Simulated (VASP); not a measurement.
# Ru (Im-3m) in VASP: notebook, part 2 of 2

VASP 6.6.1. Earlier steps stand in the parts before.

### Step 3. Single point, PBEsol (volume scaled by 1.08)

Contents of INCAR:

```
  PREC = Accurate
  ENCUT = 520
  EDIFF = 1E-6
  ISMEAR = -1
  SIGMA = 0.1
  LREAL = False
  LASPH = True
  NELM = 60
  ALGO = Normal
  ISIF = 2
  LWAVE = False
  LCHARG = False
  GGA = PS
  NBANDS = 13
```

Contents of KPOINTS:

```
Automatic mesh
0
Gamma
  16 16 16
```

Contents of POSCAR:

```
Ru
1.0
   -1.5489857421      1.5489857421      1.5489857421
    1.5489857421     -1.5489857421      1.5489857421
    1.5489857421      1.5489857421     -1.5489857421
Ru
1
Direct
    0.0000000000      0.0000000000      0.0000000000
```

Potentials or basis: VASP PAW PBE potentials, release 64 (Ru_pv).

Command:

```sh
> cat potpaw_PBE.64/Ru_pv/POTCAR > POTCAR
> mpirun -np 1 vasp_std > vasp.out
```

OUTCAR:

```text
PREC = Accurate
   ENCUT = 520
   EDIFF = 1E-6
   ISMEAR = -1
   LREAL = False
   LASPH = True
   NELM = 60
   ISIF = 2
   GGA = PS

 ion  position               nearest neighbor table
   1  0.000  0.000  0.000-

  LATTYP: Found a body centered cubic cell.
 ALAT       =     3.0979714842

  Lattice vectors:

 A1 = (  -1.5489857421,   1.5489857421,   1.5489857421)
 A2 = (   1.5489857421,  -1.5489857421,   1.5489857421)
 A3 = (   1.5489857421,   1.5489857421,  -1.5489857421)

Analysis of symmetry for initial positions (statically):
=====================================================================
 Subroutine PRICEL returns:
 Original cell was already a primitive cell.

 Routine SETGRP: Setting up the symmetry group for a
 body centered cubic supercell.

 Subroutine GETGRP returns: Found 48 space group operations
 (whereof 48 operations were pure point group operations)
 out of a pool of 48 trial point group operations.

The static configuration has the point symmetry O_h .

Analysis of symmetry for dynamics (positions and initial velocities):
=====================================================================
 Subroutine PRICEL returns:
 Original cell was already a primitive cell.

 Routine SETGRP: Setting up the symmetry group for a
 body centered cubic supercell.

 Subroutine GETGRP returns: Found 48 space group operations
 (whereof 48 operations were pure point group operations)
 out of a pool of 48 trial point group operations.

The dynamic configuration has the point symmetry O_h .

 Subroutine INISYM returns: Found 48 space group operations
 (whereof 48 operations are pure point group operations),
 and found     1 'primitive' translations

----------------------------------------------------------------------------------------

                                     Primitive cell
[... 107 lines left out ...]
   IMIX   =      4    mixing-type and parameters
     AMIX     =   0.40;   BMIX     =  1.00
     AMIX_MAG =   1.60;   BMIX_MAG =  1.00
  volume/ion in A,a.u.               =      14.87       100.32
  Fermi-wavevector in a.u.,A,eV,Ry     =   1.604661  3.032370 35.034164  2.574938
  Thomas-Fermi vector in A             =   2.701131
   LORBIT       =      0    0 simple, 1 ext, 2 COOP (PROOUT), +10 PAW based schemes
   GGA     = PS    functional components
   LHFCALC =     F    Hartree Fock is set to
   AEXX    =    0.0000 exact exchange contribution
   IVDW    =     0    specifies the selected vdW correction
   LEPSILON=     F    determine dielectric tensor
   LRPA    =     F    only Hartree local field effects (RPA)
 non-spin polarized calculation
  energy-cutoff  :      520.00
  volume of cell :       14.87
 maximum number of plane-waves:       420
   NGX =  9   NGY =  9   NGZ =  9

 number of electron      14.0000005 magnetization

 Free energy of the ion-electron system (eV)
  ---------------------------------------------------
  ext. energy  EPLUGINS =         0.00000000
  ---------------------------------------------------
  free energy    TOTEN  =        -9.46600677 eV

  energy without entropy =       -9.39380105  energy(sigma->0) =       -9.42990391

 E-fermi :  11.2639     XC(G=0): -13.7154

 val. band max:       11.2587676095   @ k =   0.3750   0.1250   0.0625
 cond. band min:      11.2639357433   @ k =   0.2500   0.2500   0.0625
 fundamental gap:      0.0051681338
 Fermi energy:        11.2639261102

 k-point     1 :       0.0000    0.0000    0.0000
  band No.  band energies     occupation
      1     -31.2208      2.00000
      2     -31.2208      2.00000
      3     -31.2208      2.00000
      4       3.5889      2.00000
      5       8.6923      2.00000
      6       8.6923      2.00000
      7       8.6923      2.00000
      8      11.1851      1.37505
      9      11.1851      1.37505
     10      21.7520      0.00000
     11      28.2946      0.00000
     12      28.2946      0.00000
     13      28.2946      0.00000
[... 354 lines left out ...]
  band No.  band energies     occupation
      1     -31.8505      2.00000
      2     -31.4828      2.00000
      3     -31.2887      2.00000
      4       6.5110      2.00000
      5       7.5563      2.00000
      6       8.5652      2.00000
      7      10.7466      1.98873
      8      11.7050      0.02401
      9      13.9210      0.00000
     10      21.7493      0.00000
     11      23.9552      0.00000
     12      25.3745      0.00000
     13      29.0159      0.00000

 [... further k-points ...]
[... 5 lines left out ...]
  --------------------------------------------------------------------------------------
  -------------------------------------------------------------------------------------
  Total       -1.8404103     -1.8404103     -1.8404103     -0.0000000      0.0000000      0.0000000
  in kB     -198.3457944   -198.3457944   -198.3457944     -0.0000000      0.0000000      0.0000000
  external PRESSURE =    -198.3457944 kB  Pullay stress =       0.0000000 kB

 VOLUME and BASIS-vectors are now :
 -----------------------------------------------------------------------------
  energy-cutoff  :      520.00
  volume of cell :       14.87
      direct lattice vectors                 reciprocal lattice vectors
    -1.548985742  1.548985742  1.548985742     0.000000000  0.322791867  0.322791867
     1.548985742 -1.548985742  1.548985742     0.322791867  0.000000000  0.322791867
     1.548985742  1.548985742 -1.548985742     0.322791867  0.322791867  0.000000000

 POSITION                                       TOTAL-FORCE (eV/Angst)
 -----------------------------------------------------------------------------------
      0.00000      0.00000      0.00000         0.000000     -0.000000     -0.000000
 -----------------------------------------------------------------------------------
    total drift:                                0.000000     -0.000000      0.000000

  FREE ENERGIE OF THE ION-ELECTRON SYSTEM (eV)
  ---------------------------------------------------
  free  energy   TOTEN  =        -9.4660067745 eV

  energy  without entropy=       -9.3938010497  energy(sigma->0) =       -9.42990391
```

OSZICAR:

```text
N       E                     dE             d eps       ncg     rms          rms(c)
DAV:   1     0.105396235895E+03    0.10540E+03   -0.83461E+03  3796   0.113E+03
DAV:   2    -0.897255384951E+01   -0.11437E+03   -0.10976E+03  4010   0.320E+02
DAV:   3    -0.102186537701E+02   -0.12461E+01   -0.12369E+01  4365   0.369E+01
DAV:   4    -0.102223640165E+02   -0.37102E-02   -0.37101E-02  4015   0.217E+00
DAV:   5    -0.102223887853E+02   -0.24769E-04   -0.24769E-04  4350   0.162E-01    0.117E+01
DAV:   6    -0.950740442897E+01    0.71498E+00   -0.13347E+00  3895   0.142E+01    0.289E+00
DAV:   7    -0.947052791252E+01    0.36877E-01   -0.64932E-02  4200   0.280E+00    0.935E-01
DAV:   8    -0.946599150789E+01    0.45364E-02   -0.46959E-03  3830   0.911E-01    0.549E-02
DAV:   9    -0.946599960804E+01   -0.81001E-05   -0.59335E-05  4190   0.103E-01    0.213E-02
DAV:  10    -0.946600653940E+01   -0.69314E-05   -0.25289E-06  3726   0.171E-02    0.186E-03
DAV:  11    -0.946600677445E+01   -0.23505E-06   -0.12494E-07  2000   0.457E-03
   1 F= -.94660068E+01 E0= -.94299039E+01  d E =-.722057E-01
```

It took 15 s on 1 thread of Intel Xeon 6975P-C, shared host; peak memory 0.14 GiB.

Results:

```yaml
Free_energy: -9.4660 eV
Pressure: -19.8 GPa
Band_gap_on_the_k_mesh: zero (band 7 reaches 12.91 eV, above the bottom of band 8 at 9.75 eV)
```

Caveat: the cell differs from its parent crystal (volume scaled by 1.08); the PAW data sets were made with another functional, which shifts forces and pressure a little.

### Step 4. Single point, PBEsol (volume scaled by 1.12)

Contents of INCAR:

```
SYSTEM = Ru
PREC     = Accurate       ! precision mode
ENCUT    = 520            ! plane-wave cutoff, eV
EDIFF    = 1E-6           ! SCF threshold, eV
ISMEAR   = -1             ! smearing method
SIGMA    = 0.1            ! smearing width, eV
LREAL    = .FALSE.        ! projectors in reciprocal space
LASPH    = .TRUE.         ! aspherical terms in the spheres
NELM     = 100            ! most SCF steps
ALGO     = Normal         ! electronic algorithm
ISIF     = 2              ! what is computed and relaxed
LWAVE    = .FALSE.        ! write WAVECAR
LCHARG   = .FALSE.        ! write CHGCAR
GGA      = PS             ! functional
NBANDS   = 13             ! bands
```

Contents of KPOINTS:

```
regular mesh
0
G
  16 16 16
  0 0 0
```

Contents of POSCAR:

```
Ru
1.0
   -1.5678776740      1.5678776740      1.5678776740
    1.5678776740     -1.5678776740      1.5678776740
    1.5678776740      1.5678776740     -1.5678776740
Ru
1
Direct
    0.0000000000      0.0000000000      0.0000000000
```

Command:

```sh
> cat potpaw_PBE.64/Ru_pv/POTCAR > POTCAR
> mpirun -np 1 vasp_std > vasp.out
```

Run time: 15 s. Hardware: 1 thread of Intel Xeon 6975P-C, shared host; peak memory 0.14 GiB.

It converged, with:

```
Free energy            : -9.3860 eV
Pressure               : -26.7 GPa
Band gap on the k mesh : zero (band 7 reaches 12.21 eV, above the bottom of band 8 at 9.24 eV)
```

Levels at points of the mesh, in eV from the Fermi level:
```
           k point  band 5  band 6  band 7  band 8  band 9  band 10
(0.00, 0.00, 0.00)   -2.44   -2.44   -2.44   -0.07   -0.07    10.55
(0.50, 0.00, 0.00)   -3.95   -0.11    0.30    1.08    2.07     9.00
(0.50, 0.50, 0.50)   -5.42    1.56    1.56    1.56    8.71     8.71
```

Caveat: the cell differs from its parent crystal (volume scaled by 1.12); the PAW data sets were made with another functional, which shifts forces and pressure a little.

### Step 5. Relaxation of cell and atoms, PBEsol

This run uses another cell than the first one, of 13.55 Å³/atom, 0.947 times its volume.

Contents of INCAR:

```
PREC = Accurate
ENCUT = 600
EDIFF = 1E-6
ISMEAR = -1
SIGMA = 0.1
LREAL = F
LASPH = T
NELM = 60
ALGO = Normal
ISIF = 3
LWAVE = F
LCHARG = F
GGA = PS
IBRION = 2
NSW = 80
EDIFFG = -0.01
```

Contents of KPOINTS:

```
regular mesh
0
Gamma
  15 15 15
```

Contents of POSCAR:

```
Ru
1.0
   -1.5020265709      1.5020265709      1.5020265709
    1.5020265709     -1.5020265709      1.5020265709
    1.5020265709      1.5020265709     -1.5020265709
Ru
1
Direct
    0.0000000000      0.0000000000      0.0000000000
```

Command:

```sh
> cat potpaw_PBE.64/Ru_pv/POTCAR > POTCAR
> mpirun -np 1 vasp_std > vasp.out
```

Run time: 29 s. Hardware: 1 thread of Intel Xeon 6975P-C, shared host; peak memory 0.16 GiB.

Results (log left out):

| Quantity | Value |
| --- | --- |
| Free energy | -9.5417 eV |
| Relaxed volume | 13.76 Å³/atom |
| Relaxed cell | a = 2.615 Å, b = 2.615 Å, c = 2.615 Å, α = 109.47°, β = 109.47°, γ = 109.47° |
| Space group after relaxing (to 0.05 Å) | Im-3m (No. 229) |
| Energy gained by relaxing | 3.1 meV/atom |
| Ionic steps | 3 |
| Pressure after relaxing | -0.1 GPa |
| Band gap on the k mesh | zero (band 7 reaches 14.32 eV, above the bottom of band 8 at 11.03 eV) |

The path:
| step | energy change (eV) | largest force (eV/Å) | pressure (GPa) | volume (Å³) |
| --- | --- | --- | --- | --- |
| 1 | 0.0000 | 0.0000 | 4.87 | 13.55 |
| 2 | 0.0219 | 0.0000 | -12.37 | 14.38 |
| 3 | -0.0031 | 0.0000 | -0.06 | 13.76 |

Final structure:
```
Ru
1.0
    -1.50972    1.50972    1.50972
     1.50972   -1.50972    1.50972
     1.50972    1.50972   -1.50972
Ru
1
Cartesian
  0.0000 0.0000 0.0000
```

Levels at points of the mesh, in eV from the Fermi level:
```tsv
k point	band 5	band 6	band 7	band 8	band 9	band 10
(0.00, 0.00, 0.00)	-2.87	-2.87	-2.87	-0.10	-0.10	10.38
```

Caveat: the PAW data sets were made with another functional, which shifts forces and pressure a little.

### Step 6. Single point, PBEsol

This run uses another cell than the first one, of 13.77 Å³/atom, 0.962 times its volume.

Contents of INCAR:

```
SYSTEM = Ru
PREC = Accurate ; ENCUT = 520
EDIFF = 1E-7 ; ISMEAR = -1
SIGMA = 0.1 ; LREAL = .False.
LASPH = .True. ; NELM = 80
ALGO = Normal ; ISIF = 2
LWAVE = .False. ; LCHARG = .True.
GGA = PS ; LELF = .True.
LVHAR = .True. ; NBANDS = 13
```

Contents of KPOINTS:

```
Automatic mesh
0
Gamma
  24 24 24
  0 0 0
```

Contents of POSCAR:

```
Ru
1.0
   -1.5097539287      1.5097539287      1.5097539287
    1.5097539287     -1.5097539287      1.5097539287
    1.5097539287      1.5097539287     -1.5097539287
Ru
1
Direct
    0.0000000000      0.0000000000      0.0000000000
```

Potentials or basis: VASP PAW PBE potentials, release 64 (Ru_pv).

Command:

```sh
> cat potpaw_PBE.64/Ru_pv/POTCAR > POTCAR
> mpirun -np 1 vasp_std > vasp.out
```

Run time: 46 s. Hardware: 1 thread of Intel Xeon 6975P-C, shared host; peak memory 0.18 GiB.

It converged, with:

```yaml
Free_energy: -9.5405 eV
Pressure: 0.0 GPa
Band_gap_on_the_k_mesh: zero (band 7 reaches 14.49 eV, above the bottom of band 8 at 10.73 eV)
```

Levels at points of the mesh, in eV from the Fermi level:
| k point | band 4 | band 5 | band 6 | band 7 | band 8 | band 9 | band 10 | band 11 |
| --- | --- | --- | --- | --- | --- | --- | --- | --- |
| (0.00, 0.00, 0.00) | -8.15 | -2.87 | -2.87 | -2.87 | -0.10 | -0.10 | 10.38 | 17.11 |
| (0.50, 0.00, 0.00) | -6.33 | -4.67 | -0.11 | 0.38 | 1.14 | 2.51 | 10.28 | 10.48 |
| (0.50, 0.50, 0.50) | -6.43 | -6.43 | 1.88 | 1.88 | 1.88 | 9.34 | 9.34 | 9.34 |

Caveat: the PAW data sets were made with another functional, which shifts forces and pressure a little.

### Step 7. Overview

| task | cell | k mesh | cutoff (eV) | gap on the mesh (eV) | pressure (GPa) |
| --- | --- | --- | --- | --- | --- |
| single point | a = 2.649 Å, angles 109.5°, 1 atom | 16 × 16 × 16 | 520 | none | -11.1 |
| single point | a = 2.683 Å, angles 109.5°, 1 atom | 16 × 16 × 16 | 520 | none | -19.8 |
| single point | a = 2.716 Å, angles 109.5°, 1 atom | 16 × 16 × 16 | 520 | none | -26.7 |
| relaxation of cell and atoms | relaxed from a = 2.602 Å, angles 109.5°, 1 atom | 15 × 15 × 15 | 600 | none | -0.1 |
| single point | a = 2.615 Å, angles 109.5°, 1 atom | 24 × 24 × 24 | 520 | none | 0.0 |

Alike in all rows: level PBEsol; potentials or basis VASP PAW PBE potentials, release 64 (Ru_pv); no spin polarisation; smearing fermi-dirac 0.1 eV.

Caveats: the PAW data sets were made with another functional, which shifts forces and pressure a little.

Absolute energies hang on the potentials; compare differences alone.
